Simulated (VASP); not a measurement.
Wanted: the native input for a VASP 6.6.1 run.

```
Task                   : single point
Functional             : PBEsol
Potentials or basis    : VASP PAW PBE potentials, release 64 (Sn_d)
Cutoff                 : 520 eV
k mesh                 : 18 × 18 × 18
Occupations            : gaussian, width 0.15 eV
Spin                   : no spin polarisation
Dipole correction      : no
Further INCAR settings : ALGO = Fast; EDIFF = 1e-06; NBANDS = 21
```

The structure of Sn lies in POSCAR:

```
Sn
1.0
    0.0000000000      3.5532004113      2.7714963208
    3.5532004113      0.0000000000      2.7714963208
    3.5532004113      3.5532004113      0.0000000000
Sn
2
Direct
    0.5000000000      0.5000000000      0.5000000000
    0.7500000000      0.7500000000      0.7500000000
```

This cell differs from its parent crystal: ratio of the length along z to the lengths across it x 0.78, volume and fractional coordinates fixed.

The input as run:

INCAR

```
SYSTEM = Sn
PREC     = Accurate       ! precision mode
ENCUT    = 520            ! plane-wave cutoff, eV
EDIFF    = 1E-6           ! SCF threshold, eV
ISMEAR   = 0              ! smearing method
SIGMA    = 0.15           ! smearing width, eV
LREAL    = .False.        ! projectors in reciprocal space
LASPH    = .True.         ! aspherical terms in the spheres
NELM     = 60             ! most SCF steps
ALGO     = Fast           ! electronic algorithm
ISIF     = 2              ! what is computed and relaxed
LWAVE    = .False.        ! write WAVECAR
LCHARG   = .False.        ! write CHGCAR
GGA      = PS             ! functional
NBANDS   = 21             ! bands
```

KPOINTS

```
Automatic mesh
0
Gamma
  18 18 18
  0 0 0
```

Potentials or basis: VASP PAW PBE potentials, release 64 (Sn_d).

Command:

```console
$ cat potpaw_PBE.64/Sn_d/POTCAR > POTCAR
$ mpirun -np 1 vasp_std > vasp.out
```

It gave:

- Pressure: -0.9 GPa
- Band gap on the k mesh: zero (bands 14 and 15 overlap by 0.82 eV)

Caveat: the PAW data sets were made with another functional, which shifts forces and pressure a little; spin-orbit coupling is left out, which moves the levels of the heavy elements.

Run time: 9.5 min on 1 thread of Intel(R) Xeon(R) Platinum 8488C (Sapphire Rapids), on a shared host, peak memory 0.64 GiB.
